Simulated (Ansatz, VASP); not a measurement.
Two plane-wave programs on MgO

Contents of POSCAR:

```
MgO
1.0
    2.5968488402      0.0000000000      0.0000000000
    0.0000000000      2.5968488402      0.0000000000
    0.0000000000      0.0000000000      2.5968488402
Mg O
1 1
Direct
    0.0000000000      0.0000000000      0.0000000000
    0.5000000000      0.5000000000      0.5000000000
```

INCAR.step1

```
SYSTEM = MgO
PREC     = Accurate       ! precision mode
ENCUT    = 920            ! plane-wave cutoff, eV
ISMEAR   = 0              ! smearing method
SIGMA    = 0.01           ! smearing width, eV
LREAL    = .FALSE.        ! projectors in reciprocal space
LASPH    = .TRUE.         ! aspherical terms in the spheres
NELM     = 120            ! most SCF steps
NBANDS   = 15             ! bands
GGA      = PE             ! functional
ALGO     = Normal         ! electronic algorithm
EDIFF    = 1E-5           ! SCF threshold, eV
LWAVE    = .TRUE.         ! write WAVECAR
LCHARG   = .FALSE.        ! write CHGCAR
GGA_COMPAT= .FALSE.
```

Contents of INCAR.step2:

```
SYSTEM = MgO
PREC     = Accurate       ! precision mode
ENCUT    = 920            ! plane-wave cutoff, eV
EDIFF    = 1E-6           ! SCF threshold, eV
ISMEAR   = 0              ! smearing method
SIGMA    = 0.01           ! smearing width, eV
LREAL    = .FALSE.        ! projectors in reciprocal space
LASPH    = .TRUE.         ! aspherical terms in the spheres
NELM     = 120            ! most SCF steps
ALGO     = Normal         ! electronic algorithm
ISIF     = 2              ! what is computed and relaxed
LWAVE    = .FALSE.        ! write WAVECAR
LCHARG   = .FALSE.        ! write CHGCAR
METAGGA  = R2SCAN         ! meta-GGA
LMIXTAU  = .TRUE.       
NBANDS   = 15             ! bands
ISTART   = 1            
GGA_COMPAT= .FALSE.
```

Contents of KPOINTS:

```
regular mesh
0
G
  8 8 8
  0 0 0
```

Input for Ansatz:

```yaml
crystal:
  lattice:
    - [2.5968488402, 0.0, 0.0]
    - [0.0, 2.5968488402, 0.0]
    - [0.0, 0.0, 2.5968488402]
  atoms:
    - { symbol: Mg, position: [0.0, 0.0, 0.0] }
    - { symbol: O, position: [0.5, 0.5, 0.5] }
kpoints:
  mp_grid: { grid: [8, 8, 8] }
hamiltonian:
  xc: r2scan
scf:
  occupations: { method: fixed }
  n_extra_bands: 4
output:
  forces: true
  stress: true
  eigenvalues: true
```

Alike in both runs: task single point; functional r2SCAN; k mesh 8 × 8 × 8; no spin polarisation.

|  | VASP | Ansatz |
| --- | --- | --- |
| version | VASP 6.6.1 | Ansatz 0.2.0 |
| potentials or method | VASP PAW PBE potentials, release 64 (Mg_sv, O) | plane waves, PAW |
| plane-wave cutoff (eV) | 920 | 500 |
| occupations | gaussian, width 0.01 eV | fixed |
| valence electrons in the cell | 16 | 16 |

```tsv
	VASP	Ansatz	Ansatz less VASP
gap on the k mesh at the Fermi level (eV)	3.82	3.79	-0.024
pressure (GPa)	5.8	5.1	-0.64
```

VASP's potentials were made for PBE, not for r2SCAN.
